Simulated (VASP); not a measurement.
# F (Pm-3m) in VASP: a series of runs, part 2 of 2

VASP 6.6.1.

**3. Single point, PBE**

This run uses another cell than the first one, of 10.10 Å³/atom.

INCAR reads:

```
PREC = Accurate ; ENCUT = 520
EDIFF = 1E-6 ; ISMEAR = -1
SIGMA = 0.06122561905347299 ; LREAL = False
LASPH = True ; NELM = 80
ALGO = Normal ; ISIF = 2
LWAVE = False ; LCHARG = False
GGA = PE ; NBANDS = 10
```

KPOINTS reads:

```
Automatic mesh
0
Gamma
  25 25 25
```

POSCAR reads:

```
F
1.0
    2.1616016927      0.0000000000      0.0000000000
    0.0000000000      2.1616016927      0.0000000000
    0.0000000000      0.0000000000      2.1616016927
F
1
Direct
    0.0000000000      0.0000000000      0.0000000000
```

Potentials or basis: VASP PAW PBE potentials, release 64 (F).

Command:

```sh
> cat potpaw_PBE.64/F/POTCAR > POTCAR
> mpirun -np 1 vasp_std > vasp.out
```

OUTCAR:

```text
PREC = Accurate
   ENCUT = 520
   EDIFF = 1E-6
   ISMEAR = -1
   LREAL = False
   LASPH = True
   NELM = 80
   ISIF = 2
   GGA = PE

 ion  position               nearest neighbor table
   1  0.000  0.000  0.000-

  LATTYP: Found a simple cubic cell.
 ALAT       =     2.1616016927

  Lattice vectors:

 A1 = (   2.1616016927,   0.0000000000,   0.0000000000)
 A2 = (   0.0000000000,   2.1616016927,   0.0000000000)
 A3 = (   0.0000000000,   0.0000000000,   2.1616016927)

Analysis of symmetry for initial positions (statically):
=====================================================================
 Subroutine PRICEL returns:
 Original cell was already a primitive cell.

 Routine SETGRP: Setting up the symmetry group for a
 simple cubic supercell.

 Subroutine GETGRP returns: Found 48 space group operations
 (whereof 48 operations were pure point group operations)
 out of a pool of 48 trial point group operations.

[... 162 lines left out ...]
 cond. band min:      -2.8183273406   @ k =   0.1200   0.1200   0.0000
 fundamental gap:      0.0092148879
 Fermi energy:        -2.8263867138

 k-point     1 :       0.0000    0.0000    0.0000
  band No.  band energies     occupation
      1     -25.4774      2.00000
      2      -2.9417      1.73591
      3      -2.9417      1.73591
      4      -2.9417      1.73591
      5       9.9475      0.00000
      6      25.9306      0.00000
      7      25.9306      0.00000
      8      37.9346      0.00000
      9      37.9346      0.00000
     10      37.9346      0.00000
[... 287 lines left out ...]
 k-point    24 :       0.4400    0.0400    0.0000
  band No.  band energies     occupation
      1     -24.1414      2.00000
      2      -7.7504      2.00000
      3      -2.5567      0.02414
      4      -2.4787      0.00682
      5      15.7142      0.00000
      6      19.5606      0.00000
      7      30.6609      0.00000
      8      34.3142      0.00000
      9      35.0394      0.00000
     10      39.2715      0.00000

 [... further k-points ...]

------------------------ aborting loop because EDIFF is reached ----------------------------------------

  FORCE on cell =-STRESS in cart. coord.  units (eV):
  Direction    XX          YY          ZZ          XY          YZ          ZX
  --------------------------------------------------------------------------------------
  -------------------------------------------------------------------------------------
  Total        0.1313823      0.1313823      0.1313823     -0.0000000     -0.0000000      0.0000000
  in kB       20.8410918     20.8410918     20.8410918     -0.0000000     -0.0000000      0.0000000
  external PRESSURE =      20.8410918 kB  Pullay stress =       0.0000000 kB

 VOLUME and BASIS-vectors are now :
 -----------------------------------------------------------------------------
  energy-cutoff  :      520.00
  volume of cell :       10.10
      direct lattice vectors                 reciprocal lattice vectors
     2.161601693  0.000000000  0.000000000     0.462619919  0.000000000  0.000000000
     0.000000000  2.161601693  0.000000000     0.000000000  0.462619919  0.000000000
     0.000000000  0.000000000  2.161601693     0.000000000  0.000000000  0.462619919

 POSITION                                       TOTAL-FORCE (eV/Angst)
 -----------------------------------------------------------------------------------
      0.00000      0.00000      0.00000         0.000000      0.000000      0.000000
 -----------------------------------------------------------------------------------
    total drift:                               -0.000000     -0.000000      0.000000

  FREE ENERGIE OF THE ION-ELECTRON SYSTEM (eV)
  ---------------------------------------------------
  free  energy   TOTEN  =        -1.0491862045 eV

  energy  without entropy=       -1.0278257324  energy(sigma->0) =       -1.03850597
```

stdout:

```text
POSCAR found type information on POSCAR F
 POSCAR found :  1 types and       1 ions
 scaLAPACK will be used
 LDA part: xc-table for (Slater+PW92), standard interpolation
 POSCAR, INCAR and KPOINTS ok, starting setup
 FFT: planning ... GRIDC
 FFT: planning ... GRID_SOFT
 FFT: planning ... GRID
 WAVECAR not read
 entering main loop
```

It took 6 s on 1 thread of Intel Xeon 6975P-C (Granite Rapids), shared host; peak memory 0.14 GiB.

What came out:

* Free energy: -1.0492 eV
* Pressure: 2.1 GPa
* Band gap on the k mesh: zero (an odd number of electrons rules out a gap without spin polarisation)

Caveat: an odd number of electrons without spin polarisation forces a metal; a magnetic or distorted state may lie lower.

**4. Single point, PBE**

This run uses another cell than the first one, of 10.31 Å³/atom.

INCAR reads:

```
SYSTEM = F
ALGO = Normal
EDIFF = 1E-7
ENCUT = 520
GGA = PE
ISIF = 2
ISMEAR = -1
LASPH = .True.
LCHARG = .False.
LREAL = .False.
LWAVE = .False.
NBANDS = 10
NELM = 100
PREC = Accurate
SIGMA = 0.06122561905347299
```

KPOINTS reads:

```
k-points
0
Gamma
  25 25 25
  0 0 0
```

POSCAR reads:

```
F
1.0
    2.1765097616      0.0000000000      0.0000000000
    0.0000000000      2.1765097616      0.0000000000
    0.0000000000      0.0000000000      2.1765097616
F
1
Direct
    0.0000000000      0.0000000000      0.0000000000
```

Command:

```sh
> cat potpaw_PBE.64/F/POTCAR > POTCAR
> mpirun -np 1 vasp_std > vasp.out
```

Run time: 6.3 s. Hardware: 1 thread of Intel Xeon 6975P-C (Granite Rapids), shared host; peak memory 0.14 GiB.

The run converged. Its results:

```
Free energy            : -1.0519 eV
Pressure               : 0.6 GPa
Band gap on the k mesh : zero (an odd number of electrons rules out a gap without spin polarisation)
```

Levels at points of the mesh, in eV from the Fermi level:
| k point | band 1 | band 2 | band 3 | band 4 | band 5 | band 6 | band 7 | band 8 | band 9 |
| --- | --- | --- | --- | --- | --- | --- | --- | --- | --- |
| (0.00, 0.00, 0.00) | -22.50 | -0.11 | -0.11 | -0.11 | 12.65 | 28.61 | 28.61 | 40.36 | 40.36 |

Caveat: an odd number of electrons without spin polarisation forces a metal; a magnetic or distorted state may lie lower.

**5. Single point, PBE**

This run uses another cell than the first one, of 10.52 Å³/atom.

INCAR reads:

```
PREC = Accurate
ENCUT = 520
EDIFF = 1E-6
ISMEAR = -1
SIGMA = 0.06122561905347299
LREAL = False
LASPH = True
NELM = 80
ALGO = Normal
ISIF = 2
LWAVE = False
LCHARG = False
GGA = PE
NBANDS = 10
```

KPOINTS reads:

```
regular mesh
0
Gamma
  25 25 25
```

POSCAR reads:

```
F
1.0
    2.1912163548      0.0000000000      0.0000000000
    0.0000000000      2.1912163548      0.0000000000
    0.0000000000      0.0000000000      2.1912163548
F
1
Direct
    0.0000000000      0.0000000000      0.0000000000
```

Command:

```sh
> cat potpaw_PBE.64/F/POTCAR > POTCAR
> mpirun -np 1 vasp_std > vasp.out
```

It took 5.8 s on 1 thread of Intel Xeon 6975P-C (Granite Rapids), shared host; peak memory 0.14 GiB.

The run converged. Its results:

```
Free energy            : -1.0528 eV
Pressure               : -0.7 GPa
Band gap on the k mesh : zero (an odd number of electrons rules out a gap without spin polarisation)
```

Levels at points of the mesh, in eV from the Fermi level:
```
           k point  band 1  band 2  band 3  band 4  band 5  band 6  band 7  band 8  band 9
(0.00, 0.00, 0.00)  -22.36   -0.11   -0.11   -0.11   12.54   28.47   28.47   39.98   39.98
```

Caveat: an odd number of electrons without spin polarisation forces a metal; a magnetic or distorted state may lie lower.

**6. Single point, PBE**

This run uses another cell than the first one, of 10.52 Å³/atom.

INCAR reads:

```
SYSTEM = F
ALGO     = Normal         ! electronic algorithm
EDIFF    = 1E-6           ! SCF threshold, eV
ENCUT    = 520            ! plane-wave cutoff, eV
GGA      = PE             ! functional
ISIF     = 2              ! what is computed and relaxed
ISMEAR   = -1             ! smearing method
LASPH    = .TRUE.         ! aspherical terms in the spheres
LCHARG   = .FALSE.        ! write CHGCAR
LREAL    = .FALSE.        ! projectors in reciprocal space
LWAVE    = .FALSE.        ! write WAVECAR
NBANDS   = 10             ! bands
NELM     = 80             ! most SCF steps
PREC     = Accurate       ! precision mode
SIGMA    = 0.06122561905347299 ! smearing width, eV
```

KPOINTS reads:

```
k-points
0
G
  25 25 25
  0 0 0
```

POSCAR is that of step 5.

Potentials or basis: VASP PAW PBE potentials, release 64 (F).

Command:

```sh
> cat potpaw_PBE.64/F/POTCAR > POTCAR
> mpirun -np 1 vasp_std > vasp.out
```

Wall time 5.8 s (1 thread of Intel Xeon 6975P-C (Granite Rapids), shared host); peak memory 0.14 GiB.

Results (log left out):

```yaml
Free_energy: -1.0528 eV
Pressure: -0.7 GPa
Band_gap_on_the_k_mesh: zero (an odd number of electrons rules out a gap without spin polarisation)
```

Levels at points of the mesh, in eV from the Fermi level:
```
           k point  band 1  band 2  band 3  band 4  band 5  band 6  band 7  band 8
(0.00, 0.00, 0.00)  -22.36   -0.11   -0.11   -0.11   12.54   28.47   28.47   39.98
```

Caveat: an odd number of electrons without spin polarisation forces a metal; a magnetic or distorted state may lie lower.

**7. Overview**

```tsv
cell	gap on the mesh (eV)	pressure (GPa)
a = 2.146 Å, 1 atom	none	3.8
a = 2.162 Å, 1 atom	none	2.1
a = 2.177 Å, 1 atom	none	0.6
a = 2.191 Å, 1 atom	none	-0.7
```

Alike in all rows: task single point; level PBE; potentials or basis VASP PAW PBE potentials, release 64 (F); no spin polarisation; k mesh 25 × 25 × 25; cutoff (eV) 520; smearing fermi-dirac 0.0612256 eV.

Caveats: an odd number of electrons without spin polarisation forces a metal; a magnetic or distorted state may lie lower; the cell stands under pressure (at least some runs).

Absolute energies hang on the potentials; compare differences alone.
